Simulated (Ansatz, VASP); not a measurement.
**One calculation of HfN, two programs**

Contents of INCAR:

```
SYSTEM = HfN
PREC = Accurate
ENCUT = 600
EDIFF = 1E-6
ISMEAR = -1
SIGMA = 0.08
LREAL = .False.
LASPH = .True.
NELM = 60
ALGO = Normal
ISIF = 3
LWAVE = .False.
LCHARG = .False.
GGA = PE
IBRION = 2
NSW = 60
EDIFFG = -0.005
```

KPOINTS

```
Automatic mesh
0
Gamma
  16 16 16
  0 0 0
```

File POSCAR:

```
HfN
1.0
    0.0000000000      2.1544346900      2.1544346900
    2.1544346900      0.0000000000      2.1544346900
    2.1544346900      2.1544346900      0.0000000000
Hf N
1 1
Direct
    0.0000000000      0.0000000000      0.0000000000
    0.5000000000      0.5000000000      0.5000000000
```

Input for Ansatz:

```yaml
crystal:
  lattice:
    - [0.0, 2.15443469, 2.15443469]
    - [2.15443469, 0.0, 2.15443469]
    - [2.15443469, 2.15443469, 0.0]
  atoms:
    - { symbol: Hf, position: [0.0, 0.0, 0.0] }
    - { symbol: "N", position: [0.5, 0.5, 0.5] }
kpoints:
  mp_grid: { grid: [16, 16, 16] }
scf:
  occupations: { method: fermi_dirac, width: 0.08 }
hamiltonian:
  xc: pbe
  pseudopotentials: { kind: paw }
output:
  forces: true
  stress: true
relax:
  f_tol: 0.005
  max_steps: 40
  cell: {}
```

Alike in both runs: task relaxation of cell and atoms; functional PBE; k mesh 16 × 16 × 16; occupations fermi-dirac, width 0.08 eV; no spin polarisation.

|  | VASP | Ansatz |
| --- | --- | --- |
| version | VASP 6.6.1 | Ansatz 0.2.0 |
| potentials or method | VASP PAW PBE potentials, release 64 (Hf_pv, N) | PAW with Ansatz's default frozen-core files, scalar-relativistic |
| plane-wave cutoff (eV) | 600 | 420 |
| valence electrons in the cell | 15 | 31 |

```csv
,VASP,Ansatz,Ansatz less VASP
relaxed volume (Å³/atom),11.65,11.76,+0.104
relaxed length of the cell vector where the two differ most in proportion (Å),3.206,3.216,+0.0095
```

VASP's potentials hold 15 valence electrons a cell and Ansatz's 31, so a difference there can come from the potentials and not from the codes.

Spin-orbit coupling is off throughout. Noted on VASP's run: the volume moved by over 15 % at a fixed basis, so the end points are rough.
